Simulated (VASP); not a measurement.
# Si2Mo in VASP: notebook

Runs on Si2Mo. Level: LDA. Tasks: single point.

Program: VASP 6.6.1. These are calculated values, not measurements. Logs are shortened: lines on timing, memory, paths and dates and some standing lists are left out, and cuts for length are marked.

**1. The cell of the first run**

The structure is tetragonal, space group I4/mmm (No. 139). Conventional cell: a = 3.200 Å, b = 3.200 Å, c = 7.861 Å, α = 90.00°, β = 90.00°, γ = 90.00°. Within 3.4 Å of Si (site symmetry 4mm) lie 9 Si at 2.61 to 3.20 Å and 5 Mo at 2.62 Å. Within 3.5 Å of Mo (site symmetry 4/mmm) lie 10 Si at 2.62 Å and 4 Mo at 3.20 Å.

**2. Single point, LDA**

File INCAR:

```
SYSTEM = Si2Mo
PREC = Accurate
ENCUT = 520
EDIFF = 1E-7
ISMEAR = 1
SIGMA = 0.1
LREAL = .FALSE.
LASPH = .TRUE.
NELM = 80
ALGO = Normal
ISIF = 2
LWAVE = .FALSE.
LCHARG = .FALSE.
NBANDS = 18
```

File KPOINTS:

```
regular mesh
0
G
  13 13 13
  0 0 0
```

File POSCAR:

```
Si2Mo
1.0
   -1.6000000000      1.6000000000      3.9305000000
    1.6000000000     -1.6000000000      3.9305000000
    1.6000000000      1.6000000000     -3.9305000000
Si Mo
2 1
Direct
    0.3330000000      0.3330000000      0.0000000000
    0.6670000000      0.6670000000      0.0000000000
    0.0000000000      0.0000000000      0.0000000000
```

Potentials or basis: VASP PAW LDA potentials, release 64 (Si, Mo_sv).

Command:

```bash
> cat potpaw_LDA.64/Si/POTCAR potpaw_LDA.64/Mo_sv/POTCAR > POTCAR
> mpirun -np 1 vasp_std > vasp.out
```

OUTCAR:

```text
SYSTEM = Si2Mo
   PREC = Accurate
   ENCUT = 520
   EDIFF = 1E-7
   ISMEAR = 1
   LREAL = .FALSE.
   LASPH = .TRUE.
   NELM = 80
   ISIF = 2

 ion  position               nearest neighbor table
   1  0.333  0.333  0.000-   2 2.61   2 2.61   2 2.61   2 2.61   3 2.62   3 2.62   3 2.62   3 2.62
                             3 2.62   2 2.63
   2  0.667  0.667  0.000-   1 2.61   1 2.61   1 2.61   1 2.61   3 2.62   3 2.62   3 2.62   3 2.62
                             3 2.62   1 2.63
   3  0.000  0.000  0.000-   2 2.62   1 2.62   2 2.62   1 2.62   2 2.62   1 2.62   1 2.62   2 2.62
                             1 2.62   2 2.62

  LATTYP: Found a body centered tetragonal cell.
 ALAT       =     3.2000000000
 C/A-ratio  =     2.4565625000

  Lattice vectors:

 A1 = (  -1.6000000000,   1.6000000000,   3.9305000000)
 A2 = (   1.6000000000,  -1.6000000000,   3.9305000000)
 A3 = (   1.6000000000,   1.6000000000,  -3.9305000000)

Analysis of symmetry for initial positions (statically):
=====================================================================
 Subroutine PRICEL returns:
 Original cell was already a primitive cell.

 Routine SETGRP: Setting up the symmetry group for a
 body centered tetragonal supercell.

 Subroutine GETGRP returns: Found 16 space group operations
 (whereof 16 operations were pure point group operations)
 out of a pool of 16 trial point group operations.

The static configuration has the point symmetry D_4h.

Analysis of symmetry for dynamics (positions and initial velocities):
=====================================================================
 Subroutine PRICEL returns:
 Original cell was already a primitive cell.

 Routine SETGRP: Setting up the symmetry group for a
 body centered tetragonal supercell.

 Subroutine GETGRP returns: Found 16 space group operations
 (whereof 16 operations were pure point group operations)
 out of a pool of 16 trial point group operations.

The dynamic configuration has the point symmetry D_4h.

 Subroutine INISYM returns: Found 16 space group operations
 (whereof 16 operations are pure point group operations),
 and found     1 'primitive' translations

----------------------------------------------------------------------------------------

                                     Primitive cell

  volume of cell :      40.2483

  direct lattice vectors                    reciprocal lattice vectors
    -1.600000000  1.600000000  3.930500000     0.000000000  0.312500000  0.127210279
     1.600000000 -1.600000000  3.930500000     0.312500000  0.000000000  0.127210279
     1.600000000  1.600000000 -3.930500000     0.312500000  0.312500000  0.000000000

  length of vectors
     4.535287229  4.535287229  4.535287229     0.337399918  0.337399918  0.441941738

  position of ions in fractional coordinates (direct lattice)
     0.333000000  0.333000000  0.000000000
     0.667000000  0.667000000  0.000000000
     0.000000000  0.000000000  0.000000000

  ion indices of the primitive-cell ions
   primitive index   ion index
                 1           1
                 2           2
                 3           3

----------------------------------------------------------------------------------------

 KPOINTS: regular mesh

Automatic generation of k-mesh.
 Grid dimensions read from file:
 generate k-points for:   13   13   13

 Generating k-lattice:

  Cartesian coordinates                     Fractional coordinates (reciprocal lattice)
     0.000000000  0.024038462  0.009785406     0.076923077  0.000000000  0.000000000
     0.024038462  0.000000000  0.009785406     0.000000000  0.076923077  0.000000000
     0.024038462  0.024038462  0.000000000     0.000000000  0.000000000  0.076923077

  Length of vectors
     0.025953840  0.025953840  0.033995518

  Shift w.r.t. Gamma in fractional coordinates (k-lattice)
     0.000000000  0.000000000  0.000000000

 Subroutine IBZKPT returns following result:
 ===========================================

 Found    196 irreducible k-points:

 Following reciprocal coordinates:
            Coordinates               Weight
  0.000000  0.000000  0.000000      1.000000
  0.076923 -0.000000  0.000000      8.000000
  0.153846  0.000000 -0.000000      8.000000
  0.230769 -0.000000  0.000000      8.000000
  0.307692  0.000000 -0.000000      8.000000
  0.384615  0.000000 -0.000000      8.000000
[... 16 lines left out ...]
  0.384615  0.153846  0.000000     16.000000
  0.461538  0.153846  0.000000     16.000000
 [... further k-points ...]
   k-points           NKPTS =    196   k-points in BZ     NKDIM =    196   number of bands    NBANDS=     18
   number of dos      NEDOS =    301   number of ions     NIONS =      3
   total plane-waves  NPLWV =  46656
   dimension x,y,z NGX =    36 NGY =   36 NGZ =   36
   dimension x,y,z NGXF=    72 NGYF=   72 NGZF=   72
   ions per type =               2   1
   NGX,Y,Z   is equivalent  to a cutoff of  13.20, 13.20, 13.20 a.u.
   NGXF,Y,Z  is equivalent  to a cutoff of  26.39, 26.39, 26.39 a.u.
 SYSTEM =  Si2Mo
   PREC   = accura    normal or accurate (medium, high low for compatibility)
   ISTART =      0    job   : 0-new  1-cont  2-samecut
   ICHARG =      2    charge: 1-file 2-atom 10-const
   ISPIN  =      1    spin polarized calculation?
   LNONCOLLINEAR =      F non collinear calculations
   LSORBIT =      F    spin-orbit coupling
   LASPH  =      T    aspherical Exc in radial PAW
   ENCUT  =  520.0 eV  38.22 Ry    6.18 a.u.   8.43  8.43  8.43*2*pi/ulx,y,z
   NELM   =     80;   NELMIN=  2; NELMDL= -5     # of ELM steps
   EDIFF  = 0.1E-06   stopping-criterion for ELM
   LREAL  =      F    real-space projection
   EDIFFG = 0.1E-05   stopping-criterion for IOM
   NSW    =      0    number of steps for IOM
   IBRION =     -1    ionic relax: 0-MD 1-quasi-New 2-CG
   NFREE  =      0    steps in history (QN), initial steepest desc. (CG)
   ISIF   =      2    stress and relaxation
   ISYM   =      2    0-nonsym 1-usesym 2-fastsym
   POTIM  = 0.5000    time-step for ionic-motion
   TEBEG  =    0.0;   TEEND  =   0.0 temperature during run
   PSTRESS=    0.0 pullay stress
   NELECT =      22.0000    total number of electrons
   NUPDOWN=      -1.0000    fix difference up-down
   EMIN   =  10.00;   EMAX   =-10.00  energy-range for DOS
   EFERMI =   0.00;   METHOD = LEGACY
   ISMEAR =     1;   SIGMA  =   0.10  broadening in eV -4-tet -1-fermi 0-gaus
   EFERMI_NEDOS =   21; number of points for ismear=-14 and -15
   IALGO  =     38    algorithm
   IMIX   =      4    mixing-type and parameters
     AMIX     =   0.40;   BMIX     =  1.00
     AMIX_MAG =   1.60;   BMIX_MAG =  1.00
  volume/ion in A,a.u.               =      13.42        90.54
  Fermi-wavevector in a.u.,A,eV,Ry     =   1.338546  2.529484 24.377614  1.791704
  Thomas-Fermi vector in A             =   2.467007
   LORBIT       =      0    0 simple, 1 ext, 2 COOP (PROOUT), +10 PAW based schemes
   GGA     = CA    functional components
   LHFCALC =     F    Hartree Fock is set to
   AEXX    =    0.0000 exact exchange contribution
   IVDW    =     0    specifies the selected vdW correction
   LEPSILON=     F    determine dielectric tensor
   LRPA    =     F    only Hartree local field effects (RPA)
 non-spin polarized calculation
 Methfessel and Paxton  Order N= 1 SIGMA  =   0.10
  energy-cutoff  :      520.00
  volume of cell :       40.25
 maximum number of plane-waves:      1104
 NGX is ok and might be reduce to    36
   NGX = 17   NGY = 17   NGZ = 17

 number of electron      22.0000000 magnetization

 Free energy of the ion-electron system (eV)
  ---------------------------------------------------
  ext. energy  EPLUGINS =         0.00000000
  ---------------------------------------------------
  free energy    TOTEN  =       -25.79532461 eV

  energy without entropy =      -25.79517580  energy(sigma->0) =      -25.79527501

 E-fermi :  12.2421     XC(G=0): -12.5522

 val. band max:       12.0600790690   @ k =  -0.3846   0.4615   0.3846
 cond. band min:      12.2468750130   @ k =  -0.3077  -0.3846   0.3077
 fundamental gap:      0.1867959440
 Fermi energy:        12.2421213917

 k-point     1 :       0.0000    0.0000    0.0000
  band No.  band energies     occupation
      1     -48.1875      2.00000
      2     -22.5450      2.00000
      3     -22.4389      2.00000
      4     -22.4389      2.00000
      5      -1.1994      2.00000
      6       5.8828      2.00000
[... 10 lines left out ...]
     17      17.2148      0.00000
     18      17.2148      0.00000

 k-point     2 :       0.0769   -0.0000    0.0000
  band No.  band energies     occupation
      1     -48.1864      2.00000
      2     -22.5439      2.00000
      3     -22.4541      2.00000
      4     -22.4375      2.00000
      5      -1.0921      2.00000
      6       5.8888      2.00000
[... 10 lines left out ...]
     17      17.3178      0.00000
     18      17.8605      0.00000

 k-point     3 :       0.1538    0.0000   -0.0000
  band No.  band energies     occupation
      1     -48.1834      2.00000
      2     -22.5408      2.00000
      3     -22.4960      2.00000
      4     -22.4337      2.00000
      5      -0.7752      2.00000
      6       5.8588      2.00000
[... 10 lines left out ...]
     17      17.8994      0.00000
     18      19.1593      0.00000

 k-point     4 :       0.2308   -0.0000    0.0000
  band No.  band energies     occupation
      1     -48.1791      2.00000
      2     -22.5550      2.00000
      3     -22.5359      2.00000
      4     -22.4282      2.00000
      5      -0.2626      2.00000
      6       5.6095      2.00000
[... 375 lines left out ...]
      4     -22.4771      2.00000
      5       0.9688      2.00000
      6       4.7363      2.00000
[... 10 lines left out ...]
     17      19.6510      0.00000
     18      20.5926      0.00000

 k-point    23 :       0.3846    0.1538    0.0000
  band No.  band energies     occupation
      1     -48.1669      2.00000
      2     -22.6588      2.00000
      3     -22.5231      2.00000
      4     -22.4716      2.00000
      5       1.7747      2.00000
      6       4.0532      2.00000
[... 10 lines left out ...]
     17      19.6552      0.00000
     18      20.8401      0.00000

 k-point    24 :       0.4615    0.1538    0.0000
  band No.  band energies     occupation
      1     -48.1648      2.00000
      2     -22.6866      2.00000
      3     -22.5196      2.00000
      4     -22.4685      2.00000
      5       2.6600      2.00000
      6       3.1687      2.00000
[... 10 lines left out ...]
     17      19.6820      0.00000
     18      21.1181      0.00000

 [... further k-points ...]

------------------------ aborting loop because EDIFF is reached ----------------------------------------

  FORCE on cell =-STRESS in cart. coord.  units (eV):
  Direction    XX          YY          ZZ          XY          YZ          ZX
  --------------------------------------------------------------------------------------
  -------------------------------------------------------------------------------------
  Total       -1.2347047     -1.2347047     -1.7039616      0.0000000      0.0000000      0.0000000
  in kB      -49.1502739    -49.1502739    -67.8301274      0.0000000      0.0000000      0.0000000
  external PRESSURE =     -55.3768917 kB  Pullay stress =       0.0000000 kB

 VOLUME and BASIS-vectors are now :
 -----------------------------------------------------------------------------
  energy-cutoff  :      520.00
  volume of cell :       40.25
      direct lattice vectors                 reciprocal lattice vectors
    -1.600000000  1.600000000  3.930500000     0.000000000  0.312500000  0.127210279
     1.600000000 -1.600000000  3.930500000     0.312500000  0.000000000  0.127210279
     1.600000000  1.600000000 -3.930500000     0.312500000  0.312500000  0.000000000

 POSITION                                       TOTAL-FORCE (eV/Angst)
 -----------------------------------------------------------------------------------
      0.00000      0.00000      2.61771        -0.000000     -0.000000      0.367212
      0.00000      0.00000      5.24329        -0.000000     -0.000000     -0.367212
      0.00000      0.00000      0.00000         0.000000      0.000000      0.000000
 -----------------------------------------------------------------------------------
    total drift:                                0.000000      0.000000     -0.000000

  FREE ENERGIE OF THE ION-ELECTRON SYSTEM (eV)
  ---------------------------------------------------
  free  energy   TOTEN  =       -25.7953246128 eV

  energy  without entropy=      -25.7951757978  energy(sigma->0) =      -25.79527501
```

It took 2.5 min on 1 thread of Intel Xeon Platinum 8488C (Sapphire Rapids), shared host; peak memory 0.27 GiB.

Results:

```
Free energy            : -25.7953 eV
Pressure               : -5.5 GPa
Largest force          : 0.367 eV/Å
Band gap on the k mesh : zero (bands 11 and 12 overlap by 0.97 eV)
```

Forces in eV/Å, atoms in the order of the input:
```
Si   0.000  0.000  0.367
Si   0.000  0.000 -0.367
Mo   0.000  0.000  0.000
```

Caveat: the cell stands under tension.

**3. Single point, LDA**

File INCAR:

```
SYSTEM = Si2Mo
PREC = Accurate
ENCUT = 520
EDIFF = 1E-6
ISMEAR = 1
SIGMA = 0.1
LREAL = .False.
LASPH = .True.
NELM = 60
ALGO = Normal
ISIF = 2
LWAVE = .False.
LCHARG = .False.
NBANDS = 18
```

File KPOINTS:

```
regular mesh
0
Gamma
  13 13 13
  0 0 0
```

POSCAR, as its differences from that of step 2:

```diff
@@ -10,2 +10,2 @@
     0.6670000000      0.6670000000      0.0000000000
-    0.0000000000      0.0000000000      0.0000000000
+   -0.0312500000      0.0000000000     -0.0312500000
```

Potentials or basis: VASP PAW LDA potentials, release 64 (Si, Mo_sv).

Command:

```bash
> cat potpaw_LDA.64/Si/POTCAR potpaw_LDA.64/Mo_sv/POTCAR > POTCAR
> mpirun -np 1 vasp_std > vasp.out
```

OUTCAR:

```text
SYSTEM = Si2Mo
   PREC = Accurate
   ENCUT = 520
   EDIFF = 1E-6
   ISMEAR = 1
   LREAL = .False.
   LASPH = .True.
   NELM = 60
   ISIF = 2

 ion  position               nearest neighbor table
   1  0.333  0.333  0.000-   3 2.56   3 2.56   2 2.61   2 2.61   2 2.61   2 2.61   3 2.62   2 2.63
                             3 2.68   3 2.68
   2  0.667  0.667  0.000-   3 2.56   3 2.56   1 2.61   1 2.61   1 2.61   1 2.61   3 2.62   1 2.63
                             3 2.68   3 2.68
   3  0.969  0.000  0.969-   2 2.56   1 2.56   1 2.56   2 2.56   2 2.62   1 2.62   1 2.68   2 2.68
                             2 2.68   1 2.68

  LATTYP: Found a body centered tetragonal cell.
 ALAT       =     3.2000000000
 C/A-ratio  =     2.4565625000

  Lattice vectors:

 A1 = (  -1.6000000000,   1.6000000000,   3.9305000000)
 A2 = (   1.6000000000,  -1.6000000000,   3.9305000000)
 A3 = (   1.6000000000,   1.6000000000,  -3.9305000000)

Analysis of symmetry for initial positions (statically):
=====================================================================
 Subroutine PRICEL returns:
 Original cell was already a primitive cell.

 Routine SETGRP: Setting up the symmetry group for a
 body centered tetragonal supercell.

 Subroutine GETGRP returns: Found  4 space group operations
 (whereof  4 operations were pure point group operations)
 out of a pool of 16 trial point group operations.

The static configuration has the point symmetry C_2v.

Analysis of symmetry for dynamics (positions and initial velocities):
=====================================================================
 Subroutine PRICEL returns:
 Original cell was already a primitive cell.

 Routine SETGRP: Setting up the symmetry group for a
 body centered tetragonal supercell.

 Subroutine GETGRP returns: Found  4 space group operations
 (whereof  4 operations were pure point group operations)
 out of a pool of 16 trial point group operations.

The dynamic configuration has the point symmetry C_2v.
[... 120 lines left out ...]
     AMIX     =   0.40;   BMIX     =  1.00
     AMIX_MAG =   1.60;   BMIX_MAG =  1.00
  volume/ion in A,a.u.               =      13.42        90.54
  Fermi-wavevector in a.u.,A,eV,Ry     =   1.338546  2.529484 24.377614  1.791704
  Thomas-Fermi vector in A             =   2.467007
   LORBIT       =      0    0 simple, 1 ext, 2 COOP (PROOUT), +10 PAW based schemes
   GGA     = CA    functional components
   LHFCALC =     F    Hartree Fock is set to
   AEXX    =    0.0000 exact exchange contribution
   IVDW    =     0    specifies the selected vdW correction
   LEPSILON=     F    determine dielectric tensor
   LRPA    =     F    only Hartree local field effects (RPA)
 non-spin polarized calculation
 Methfessel and Paxton  Order N= 1 SIGMA  =   0.10
  energy-cutoff  :      520.00
  volume of cell :       40.25
 maximum number of plane-waves:      1104
 NGX is ok and might be reduce to    36
   NGX = 17   NGY = 17   NGZ = 17

 number of electron      22.0000000 magnetization

 Free energy of the ion-electron system (eV)
  ---------------------------------------------------
  ext. energy  EPLUGINS =         0.00000000
  ---------------------------------------------------
  free energy    TOTEN  =       -25.75100249 eV

  energy without entropy =      -25.75087371  energy(sigma->0) =      -25.75095957

 E-fermi :  12.2343     XC(G=0): -12.5498

 val. band max:       12.2305717764   @ k =  -0.3077  -0.3846   0.3077
 cond. band min:      12.2434529057   @ k =  -0.3846  -0.4615   0.3846
 fundamental gap:      0.0128811293
 Fermi energy:        12.2342958950

 k-point     1 :       0.0000    0.0000    0.0000
  band No.  band energies     occupation
      1     -48.1796      2.00000
      2     -22.5424      2.00000
      3     -22.4349      2.00000
      4     -22.4297      2.00000
      5      -1.1996      2.00000
      6       5.8860      2.00000
[... 481 lines left out ...]
      5       2.3512      2.00000
      6       3.1131      2.00000
[... 10 lines left out ...]
     17      19.2210      0.00000
     18      20.0633      0.00000

 [... further k-points ...]

------------------------ aborting loop because EDIFF is reached ----------------------------------------

  FORCE on cell =-STRESS in cart. coord.  units (eV):
  Direction    XX          YY          ZZ          XY          YZ          ZX
  --------------------------------------------------------------------------------------
  -------------------------------------------------------------------------------------
  Total       -0.9855825     -1.1037952     -1.5922300      0.0000000      0.0000000      0.0000000
  in kB      -39.2333879    -43.9391168    -63.3823910      0.0000000      0.0000000      0.0000000
  external PRESSURE =     -48.8516319 kB  Pullay stress =       0.0000000 kB

 VOLUME and BASIS-vectors are now :
 -----------------------------------------------------------------------------
  energy-cutoff  :      520.00
  volume of cell :       40.25
      direct lattice vectors                 reciprocal lattice vectors
    -1.600000000  1.600000000  3.930500000     0.000000000  0.312500000  0.127210279
     1.600000000 -1.600000000  3.930500000     0.312500000  0.000000000  0.127210279
     1.600000000  1.600000000 -3.930500000     0.312500000  0.312500000  0.000000000

 POSITION                                       TOTAL-FORCE (eV/Angst)
 -----------------------------------------------------------------------------------
      0.00000      0.00000      2.61771         0.000000     -0.443834      0.311975
      0.00000      0.00000      5.24329        -0.000000     -0.443834     -0.311975
      0.00000      3.10000      0.00000         0.000000      0.887668      0.000000
 -----------------------------------------------------------------------------------
    total drift:                               -0.000000     -0.000226     -0.000000

  FREE ENERGIE OF THE ION-ELECTRON SYSTEM (eV)
  ---------------------------------------------------
  free  energy   TOTEN  =       -25.7510024938 eV

  energy  without entropy=      -25.7508737108  energy(sigma->0) =      -25.75095957
```

It took 5.1 min on 1 thread of Intel Xeon Platinum 8488C (Sapphire Rapids), shared host; peak memory 0.34 GiB.

Results:

```
Free energy            : -25.7510 eV
Pressure               : -4.9 GPa
Largest force          : 0.888 eV/Å
Band gap on the k mesh : zero (bands 11 and 12 overlap by 0.91 eV)
```

Forces on the atoms (eV/Å):
```
Si   0.000 -0.444  0.312
Si   0.000 -0.444 -0.312
Mo   0.000  0.888  0.000
```

Stress tensor (GPa, compression positive):
```
-3.92  0.00  0.00
 0.00 -4.39  0.00
 0.00  0.00 -6.34
```

Caveat: the cell stands under tension.

(Part 1 of 2 ends here.)
